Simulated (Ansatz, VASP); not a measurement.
# One calculation of BaTiO3, two programs

INCAR

```
SYSTEM = BaTiO3
PREC = Accurate
ENCUT = 520
EDIFF = 1E-7
ISMEAR = -1
SIGMA = 0.05
LREAL = .False.
LASPH = .True.
NELM = 100
ALGO = Normal
ISIF = 2
LWAVE = .False.
LCHARG = .True.
GGA = PE
LELF = .True.
LVHAR = .True.
NBANDS = 28
```

The input KPOINTS:

```
Automatic mesh
0
Gamma
  7 7 7
  0 0 0
```

POSCAR

```
BaTiO3
1.0
    4.0325305745      0.0000000000      0.0000000000
    0.0000000000      4.0325305745      0.0000000000
    0.0000000000      0.0000000000      4.0325305745
Ba Ti O
1 1 3
Direct
    0.5000000000      0.5000000000      0.5000000000
    0.0000000000      0.0000000000      0.0000000000
    0.0000000000      0.0000000000      0.5000000000
    0.0000000000      0.5000000000      0.0000000000
    0.5000000000      0.0000000000      0.0000000000
```

input.yaml

```yaml
crystal:
  lattice:
    - [4.0325305745, 0.0, 0.0]
    - [0.0, 4.0325305745, 0.0]
    - [0.0, 0.0, 4.0325305745]
  atoms:
    - { symbol: Ba, position: [0.5, 0.5, 0.5] }
    - { symbol: Ti, position: [0.0, 0.0, 0.0] }
    - { symbol: O, position: [0.0, 0.0, 0.5] }
    - { symbol: O, position: [0.0, 0.5, 0.0] }
    - { symbol: O, position: [0.5, 0.0, 0.0] }
hamiltonian:
  xc: pbe
  pseudopotentials: { kind: paw, azcp: { folder: soft_1 } }
kpoints:
  mp_grid: { grid: [7, 7, 7] }
scf:
  occupations: { method: fermi_dirac, width: 0.05 }
output:
  forces: true
  stress: true
  eigenvalues: true
```

Alike in both runs: task single point; functional PBE; k mesh 7 × 7 × 7; occupations fermi-dirac, width 0.05 eV; no spin polarisation.

|  | VASP | Ansatz |
| --- | --- | --- |
| version | VASP 6.6.1 | Ansatz 0.2.0 |
| potentials or method | VASP PAW PBE potentials, release 64 (Ba_sv, Ti_sv, O) | Ansatz PAW soft_1 |
| plane-wave cutoff (eV) | 520 | 420 |
| valence electrons in the cell | 40 | 40 |

VASP gave:

```
gap on the k mesh at the Fermi level (eV) : 1.76
least direct gap on the mesh (eV)         : 1.87
pressure (GPa)                            : 0.1
```

**Question.** Estimate Ansatz's values.

**Answer.** gap on the k mesh at the Fermi level (eV): 1.82; least direct gap on the mesh (eV): 1.89; pressure (GPa): -1.6.

Spin-orbit coupling is off throughout. Noted on Ansatz's run: odd divisions of the mesh miss points on the zone boundary, where band edges often lie, so the gap on the mesh can be too wide.
